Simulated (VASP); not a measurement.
Runs of VASP 6.6.1 on BeTe. Symmetry: F-43m, No. 216, cubic system. Conventional cell: a = 5.657 Å, b = 5.657 Å, c = 5.657 Å, α = 90.00°, β = 90.00°, γ = 90.00°. Within 3.2 Å of Be (site symmetry -43m) lie 4 Te at 2.45 Å. Te (site symmetry -43m) has 4 Be at 2.45 Å within 3.2 Å. 

| task | level | potentials or basis | k mesh | cutoff (eV) | grid for exact exchange (PRECFOCK) | screening parameter | GW scheme | GW iterations | cutoff of the response function | gap on the mesh (eV) | pressure (GPa) |
| --- | --- | --- | --- | --- | --- | --- | --- | --- | --- | --- | --- |
| single point | PBE | VASP PAW PBE potentials, release 64 (Be, Te) | 6 × 6 × 6 | 520 | - | - | - | - | - | 2.01 | 0.4 |
| single point | HSE06 | VASP PAW PBE potentials, release 64 (Be, Te) | 4 × 4 × 4 | 520 | Normal | 0.2079 1/Å | - | - | - | (b) | -0.5 |
| single point | PBE | VASP PAW PBE potentials, release 64 (Be, Te) | 4 × 4 × 4 | 520 | - | - | - | - | - | 2.00 | (c) |
| single point | r2SCAN | VASP PAW PBE potentials, release 64 (Be, Te) | 4 × 4 × 4 | 520 | - | - | - | - | - | 2.36 | 0.6 |
| single point | LDA | VASP PAW LDA potentials, release 64 (Be, Te) | 4 × 4 × 4 | 520 | - | - | - | - | - | (a) | -2.5 |

Alike in all rows: no spin polarisation; cell as given; smearing gaussian 0.01 eV.

Problem. Estimate the missing entries.

Solution. (a) 1.88; (b) 2.69; (c) 0.8.

Caveats: some runs use coarse meshes; spin-orbit coupling is left out, which moves the levels of the heavy elements; the PAW data sets were made with another functional, which shifts forces and pressure a little (some runs).

A k mesh can miss the band edges, and the runs leave out spin-orbit coupling on Te.
